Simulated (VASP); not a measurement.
Runs of VASP 6.6.1 on Ir. The structure is that of space group Fm-3m (No. 225), or close to it. The cells are those of the table. 

| task | level | potentials or basis | cell | k mesh | cutoff (eV) | second run | k mesh for the DOS | occupations for the DOS | gap on the mesh (eV) | pressure (GPa) |
| --- | --- | --- | --- | --- | --- | --- | --- | --- | --- | --- |
| relaxation of cell and atoms | PBE | VASP PAW PBE potentials, release 64 (Ir) | relaxed from a = 2.709 Å, angles 60.0°, 1 atom | 8 × 8 × 8 | 600 | - | - | - | none | -0.1 |
| single point | PBE | VASP PAW PBE potentials, release 64 (Ir) | a = 2.737 Å, angles 60.0°, 1 atom | 18 × 18 × 18 | 520 | - | - | - | none | 0.5 |
| single point | LDA | VASP PAW LDA potentials, release 64 (Ir_sv_GW) | a = 2.737 Å, angles 60.0°, 1 atom | 18 × 18 × 18 | 500 | valence_matched | - | - | none | -18.6 |
| single point | r2SCAN | VASP PAW PBE potentials, release 64 (Ir_sv_GW) | a = 2.737 Å, angles 60.0°, 1 atom | 18 × 18 × 18 | 550 | valence_matched | - | - | none | (b) |
| single point | PBE | VASP PAW PBE potentials, release 64 (Ir) | a = 2.791 Å, angles 60.0°, 1 atom | 18 × 18 × 18 | 520 | - | - | - | none | (a) |
| single point | LDA | VASP PAW LDA potentials, release 64 (Ir) | a = 2.737 Å, angles 60.0°, 1 atom | 18 × 18 × 18 | 520 | - | - | - | none | -14.9 |

Alike in all rows: no spin polarisation; smearing gaussian 0.1 eV.

Problem. Estimate the missing entries.

Solution. (a) -17.2; (b) -9.5.

Caveats: spin-orbit coupling is left out, which moves the levels of the heavy elements; the PAW data sets were made with another functional, which shifts forces and pressure a little (some runs).

A k mesh can miss the band edges, and the runs leave out spin-orbit coupling on Ir.

A gap of «none» marks levels without a gap at the run's occupations.

The runs don't all hold the same shells in valence.
